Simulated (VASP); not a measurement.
# La (P6_3/mmc) in VASP: notebook, part 2 of 2

VASP 6.6.1. Earlier steps stand in the parts before.

## 5. Single point, PBEsol+D3(BJ)

This run uses another cell than the first one, of 30.87 Å³/atom, 1.052 times its volume.

Input file INCAR:

```
SYSTEM = La
  PREC = Accurate
  ENCUT = 520
  EDIFF = 1E-6
  ISMEAR = -1
  SIGMA = 0.05
  LREAL = .FALSE.
  LASPH = .TRUE.
  NELM = 60
  ALGO = Normal
  ISIF = 2
  LWAVE = .FALSE.
  LCHARG = .FALSE.
  GGA = PS
  IVDW = 12
  NBANDS = 18
```

Input file KPOINTS:

```
Automatic mesh
0
G
  8 8 5
  0 0 0
```

Input file POSCAR:

```
La
1.0
    3.5099390335      0.0000000000      0.0000000000
   -1.7549695168      3.0396963687      0.0000000000
    0.0000000000      0.0000000000      5.7870049653
La
2
Direct
    0.6666666667      0.3333333333      0.7500000000
    0.3333333333      0.6666666667      0.2500000000
```

Potentials or basis: VASP PAW PBE potentials, release 64 (La).

Run with:

```sh
> cat potpaw_PBE.64/La/POTCAR > POTCAR
> mpirun -np 1 vasp_std > vasp.out
```

OUTCAR:

```text
SYSTEM = La
   PREC = Accurate
   ENCUT = 520
   EDIFF = 1E-6
   ISMEAR = -1
   LREAL = .FALSE.
   LASPH = .TRUE.
   NELM = 60
   ISIF = 2
   GGA = PS
   IVDW = 12
 IVDW          = 12

 ion  position               nearest neighbor table
   1  0.667  0.333  0.750-   2 3.53   2 3.53   2 3.53   2 3.53   2 3.53   2 3.53
   2  0.333  0.667  0.250-   1 3.53   1 3.53   1 3.53   1 3.53   1 3.53   1 3.53

  LATTYP: Found a hexagonal cell.
 ALAT       =     3.5099390335
 C/A-ratio  =     1.6487480011

  Lattice vectors:

 A1 = (   3.5099390335,   0.0000000000,   0.0000000000)
 A2 = (  -1.7549695168,   3.0396963687,   0.0000000000)
 A3 = (   0.0000000000,   0.0000000000,   5.7870049653)

Analysis of symmetry for initial positions (statically):
=====================================================================
 Subroutine PRICEL returns:
 Original cell was already a primitive cell.

 Routine SETGRP: Setting up the symmetry group for a
 hexagonal supercell.

 Subroutine GETGRP returns: Found 24 space group operations
 (whereof 12 operations were pure point group operations)
 out of a pool of 24 trial point group operations.

The static configuration has the point symmetry D_3d.
 The point group associated with its full space group is D_6h.
[... 161 lines left out ...]

 E-fermi :   9.6363     XC(G=0): -10.4662

 val. band max:        9.6348045444   @ k =   0.2500   0.0000   0.2000
 cond. band min:       9.6411573050   @ k =   0.2500   0.2500   0.0000
 fundamental gap:      0.0063527605
 Fermi energy:         9.6363017302

 k-point     1 :       0.0000    0.0000    0.0000
  band No.  band energies     occupation
      1     -23.0385      2.00000
      2     -22.6517      2.00000
      3      -7.8032      2.00000
      4      -5.7437      2.00000
      5      -5.7437      2.00000
      6      -5.5042      2.00000
[... 481 lines left out ...]
      5      -6.3091      2.00000
      6      -6.0544      2.00000
[... 10 lines left out ...]
     17      11.8521      0.00000
     18      11.8900      0.00000

 [... further k-points ...]

------------------------ aborting loop because EDIFF is reached ----------------------------------------

 Edisp (eV)   -1.21007

 E8    (eV) :    -0.9410

  FORCE on cell =-STRESS in cart. coord.  units (eV):
  Direction    XX          YY          ZZ          XY          YZ          ZX
  --------------------------------------------------------------------------------------
  -------------------------------------------------------------------------------------
  Total       0.05358     0.05358     0.06407    -0.00000     0.00000     0.00000
  in kB       1.39032     1.39032     1.66266    -0.00000     0.00000     0.00000
  external pressure =        1.48 kB  Pullay stress =        0.00 kB

 VOLUME and BASIS-vectors are now :
 -----------------------------------------------------------------------------
  energy-cutoff  :      520.00
  volume of cell :       61.74
      direct lattice vectors                 reciprocal lattice vectors
     3.509939033  0.000000000  0.000000000     0.284905234  0.164490113  0.000000000
    -1.754969517  3.039696369  0.000000000     0.000000000  0.328980227  0.000000000
     0.000000000  0.000000000  5.787004965     0.000000000  0.000000000  0.172800958

 POSITION                                       TOTAL-FORCE (eV/Angst)
 -----------------------------------------------------------------------------------
      1.75497      1.01323      4.34025         0.000000     -0.000000      0.000000
     -0.00000      2.02646      1.44675        -0.000000      0.000000      0.000000
 -----------------------------------------------------------------------------------
    total drift:                               -0.000000      0.000000     -0.000000

  FREE ENERGIE OF THE ION-ELECTRON SYSTEM (eV)
  ---------------------------------------------------
  free  energy   TOTEN  =       -11.7510050784 eV

  energy  without entropy=      -11.7222717398  energy(sigma->0) =      -11.73663841
```

Wall time 24 s (1 thread of AMD EPYC 9R45 (Zen 5), shared host); peak memory 0.18 GiB.

What came out:

| Item | Value |
| --- | --- |
| Free energy | -11.7510 eV |
| Pressure | 0.1 GPa |
| Band gap on the k mesh | zero (band 11 reaches 10.68 eV, above the bottom of band 12 at 9.14 eV) |
| Dispersion energy per atom | -0.605 eV |

Caveat: the PAW data sets were made with another functional, which shifts forces and pressure a little; spin-orbit coupling is left out, which moves the levels of the heavy elements; pairwise dispersion overbinds metals, which lowers pressure and volume.

## 6. Single point, PBEsol+D3(BJ)

This run uses another cell than the first one, of 31.28 Å³/atom, 1.066 times its volume.

Input file INCAR:

```
SYSTEM = La
ALGO     = Normal         ! electronic algorithm
EDIFF    = 1E-7           ! SCF threshold, eV
ENCUT    = 520            ! plane-wave cutoff, eV
GGA      = PS             ! functional
ISIF     = 2              ! what is computed and relaxed
ISMEAR   = -1             ! smearing method
IVDW     = 12             ! dispersion correction
LASPH    = .True.         ! aspherical terms in the spheres
LCHARG   = .True.         ! write CHGCAR
LELF     = .True.         ! ELF
LREAL    = .False.        ! projectors in reciprocal space
LVHAR    = .True.       
LWAVE    = .False.        ! write WAVECAR
NBANDS   = 18             ! bands
NELM     = 60             ! most SCF steps
PREC     = Accurate       ! precision mode
SIGMA    = 0.05           ! smearing width, eV
```

Input file KPOINTS:

```
k-points
0
Gamma
  8 8 5
  0 0 0
```

Input file POSCAR:

```
La
1.0
    3.5265512775      0.0000000000      0.0000000000
   -1.7632756387      3.0540829940      0.0000000000
    0.0000000000      0.0000000000      5.8090693470
La
2
Direct
    0.6666666667      0.3333333333      0.7500000000
    0.3333333333      0.6666666667      0.2500000000
```

Potentials or basis: VASP PAW PBE potentials, release 64 (La).

Run with:

```sh
> cat potpaw_PBE.64/La/POTCAR > POTCAR
> mpirun -np 1 vasp_std > vasp.out
```

Run time: 30 s. Hardware: 1 thread of AMD EPYC 9R45 (Zen 5), shared host; peak memory 0.18 GiB.

The run converged. Its results:

```yaml
Free_energy: -11.7509 eV
Pressure: -0.2 GPa
Band_gap_on_the_k_mesh: zero (band 11 reaches 10.54 eV, above the bottom of band 12 at 9.02 eV)
Dispersion_energy_per_atom: -0.597 eV
```

Levels at points of the mesh, in eV from the Fermi level:
```tsv
k point	band 9	band 10	band 11	band 12	band 13	band 14
(0.00, 0.00, 0.00)	-3.03	-1.95	1.05	1.46	1.46	1.74
(0.50, 0.00, 0.00)	-2.05	-1.49	-1.23	1.38	1.55	1.67
```

Caveat: three body term missing; the PAW data sets were made with another functional, which shifts forces and pressure a little; spin-orbit coupling is left out, which moves the levels of the heavy elements; pairwise dispersion overbinds metals, which lowers pressure and volume.

## 7. Overview

| level | cell | gap on the mesh (eV) | pressure (GPa) |
| --- | --- | --- | --- |
| PBEsol | a = 3.450, b = 3.450, c = 5.692 Å, angles 90.0, 90.0, 120.0°, 2 atoms | none | 5.2 |
| PBEsol | a = 3.559, b = 3.559, c = 5.851 Å, angles 90.0, 90.0, 120.0°, 2 atoms | none | 2.1 |
| PBEsol | a = 3.681, b = 3.681, c = 5.926 Å, angles 90.0, 90.0, 120.0°, 2 atoms | none | 0.1 |
| PBEsol+D3(BJ) | a = 3.510, b = 3.510, c = 5.787 Å, angles 90.0, 90.0, 120.0°, 2 atoms | none | 0.1 |
| PBEsol+D3(BJ) | a = 3.527, b = 3.527, c = 5.809 Å, angles 90.0, 90.0, 120.0°, 2 atoms | none | -0.2 |

Alike in all rows: task single point; potentials or basis VASP PAW PBE potentials, release 64 (La); no spin polarisation; k mesh 8 × 8 × 5; cutoff (eV) 520; smearing fermi-dirac 0.05 eV.

Caveats: the PAW data sets were made with another functional, which shifts forces and pressure a little; spin-orbit coupling is left out, which moves the levels of the heavy elements; pairwise dispersion overbinds metals, which lowers pressure and volume (some runs); three body term missing (some runs).

Absolute energies hang on the potentials; compare differences alone.
